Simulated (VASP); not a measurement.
Wanted: the native input for a VASP 6.6.1 run.

- Task: relaxation of cell and atoms
- Functional: PBE
- Potentials or basis: VASP PAW PBE potentials, release 64 (Li_sv, Cl)
- Cutoff: 600 eV
- k mesh: 12 × 12 × 12
- Occupations: gaussian, width 0.1 eV
- Spin: no spin polarisation
- Dipole correction: no
- Further INCAR settings: ALGO = Normal; EDIFF = 1e-06; IBRION = 2; EDIFFG = -0.01; NSW = 100; ISIF = 3

The structure of LiCl2 lies in POSCAR:

```
LiCl2
1.0
    0.0000000000      3.1509255407      3.1509255407
    3.1509255407      0.0000000000      3.1509255407
    3.1509255407      3.1509255407      0.0000000000
Li Cl
1 2
Direct
    0.0000000000      0.0000000000      0.0000000000
    0.2500000000      0.2500000000      0.2500000000
    0.7500000000      0.7500000000      0.7500000000
```

These files were run (other wordings do the same):

INCAR

```
  PREC = Accurate
  ENCUT = 600
  EDIFF = 1E-6
  ISMEAR = 0
  SIGMA = 0.1
  LREAL = F
  LASPH = T
  NELM = 100
  ALGO = Normal
  ISIF = 3
  LWAVE = F
  LCHARG = F
  GGA = PE
  IBRION = 2
  NSW = 100
  EDIFFG = -0.01
```

KPOINTS

```
Automatic mesh
0
Gamma
  12 12 12
```

Potentials or basis: VASP PAW PBE potentials, release 64 (Li_sv, Cl).

Launch:

```console
$ cat potpaw_PBE.64/Li_sv/POTCAR potpaw_PBE.64/Cl/POTCAR > POTCAR
$ mpirun -np 1 vasp_std > vasp.out
```

It gave:

The relaxed volume is 20.81 Å³/atom, the relaxed cell is a = 4.453 Å, b = 4.453 Å, c = 4.453 Å, α = 60.00°, β = 60.00°, γ = 60.00° and the space group after relaxing (to 0.1 Å) is Fm-3m (No. 225). The energy gained by relaxing is 0.0 meV/atom. The ionic steps are 2. The pressure after relaxing is -0.1 GPa. The band gap on the k mesh is zero (an odd number of electrons rules out a gap without spin polarisation).

Caveat: the cutoff is under 1.25 times the usual one of these potentials, so pressure, stress and relaxed cells hold a basis-set (Pulay) error; an odd number of electrons without spin polarisation forces a metal; a magnetic or distorted state may lie lower.

It took 2.3 min on 1 thread of Intel Xeon 8259CL (shared host), peak memory 0.23 GiB.
